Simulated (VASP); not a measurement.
Here is a VASP 6.6.1 calculation.

The input INCAR:

```
SYSTEM = MgS
  ALGO = Normal
  EDIFF = 1E-6
  ENCUT = 600
  GGA = PE
  GGA_COMPAT = .False.
  ISIF = 2
  ISMEAR = 0
  LASPH = .True.
  LCHARG = .True.
  LELF = .True.
  LREAL = .False.
  LVHAR = .True.
  LWAVE = .False.
  NBANDS = 11
  NELM = 120
  PREC = Accurate
  SIGMA = 0.05
```

The input KPOINTS:

```
k-points
0
Gamma
  8 8 8
  0 0 0
```

File POSCAR:

```
MgS
1.0
    0.0000000000      2.6016508254      2.6016508254
    2.6016508254      0.0000000000      2.6016508254
    2.6016508254      2.6016508254      0.0000000000
Mg S
1 1
Direct
    0.0000000000      0.0000000000      0.0000000000
    0.5000000000      0.5000000000      0.5000000000
```

Potentials or basis: VASP PAW PBE potentials, release 64 (Mg, S).

Command:

```sh
$ cat potpaw_PBE.64/Mg/POTCAR potpaw_PBE.64/S/POTCAR > POTCAR
$ mpirun -np 1 vasp_std > vasp.out
```

**Question.** What does it give for the band gap on the k mesh?

**Answer.** 2.78 eV, indirect (least direct gap 3.71 eV).

**Question.** Estimate the pressure.

**Answer.** 0.9 GPa.

A k mesh can miss the band edges. Expect the measured gap to be larger: semilocal functionals such as PBE lack the derivative discontinuity.
